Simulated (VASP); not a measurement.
Write the native input for VASP 6.6.1 that does the following.

```
Task                   : relaxation of the atoms
Functional             : PBEsol
Potentials or basis    : VASP PAW PBE potentials, release 64 (C)
Cutoff                 : 520 eV
k mesh                 : 9 × 9 × 6
Occupations            : gaussian, width 0.02 eV
Spin                   : no spin polarisation
Dipole correction      : no
Further INCAR settings : ALGO = Normal; EDIFF = 1e-07; IBRION = 2; EDIFFG = -0.002; NSW = 60
```

The structure of C lies in POSCAR:

```
C
1.0
    2.4530819151      0.0000000000      0.0000000000
   -1.2265409576      2.1244312560      0.0000000000
    0.0000000000      0.0000000000      4.1189829197
C
4
Direct
    0.3333333333      0.6666666667     -0.0002906146
    0.6666666667      0.3333333333      0.4997093854
    0.3333333333      0.6666666667      0.3742906146
    0.6666666667      0.3333333333      0.8742906146
```

This cell differs from its parent crystal: strained cell.

These files were run (other wordings do the same):

INCAR

```
SYSTEM = C
PREC     = Accurate       ! precision mode
ENCUT    = 520            ! plane-wave cutoff, eV
EDIFF    = 1E-7           ! SCF threshold, eV
ISMEAR   = 0              ! smearing method
SIGMA    = 0.02           ! smearing width, eV
LREAL    = .FALSE.        ! projectors in reciprocal space
LASPH    = .TRUE.         ! aspherical terms in the spheres
NELM     = 80             ! most SCF steps
ALGO     = Normal         ! electronic algorithm
ISIF     = 2              ! what is computed and relaxed
LWAVE    = .FALSE.        ! write WAVECAR
LCHARG   = .FALSE.        ! write CHGCAR
GGA      = PS             ! functional
IBRION   = 2              ! ionic algorithm
NSW      = 60             ! ionic steps
EDIFFG   = -0.002         ! ionic threshold
```

KPOINTS

```
Automatic mesh
0
G
  9 9 6
  0 0 0
```

Potentials or basis: VASP PAW PBE potentials, release 64 (C).

The run is started by

```bash
$ cat potpaw_PBE.64/C/POTCAR > POTCAR
$ mpirun -np 1 vasp_std > vasp.out
```

It gave:

The energy gained by relaxing is 0.1 meV/atom and the ionic steps are 3. The pressure after relaxing is 24.4 GPa. The band gap on the k mesh is 2.81 eV, indirect (least direct gap 5.07 eV).

Caveat: the cell differs from its parent crystal (strained cell); the PAW data sets were made with another functional, which shifts forces and pressure a little.

Wall time 9.7 s on 1 thread of AMD EPYC 9R45 96-Core Processor (Zen 5) (shared host), peak memory 0.09 GiB.
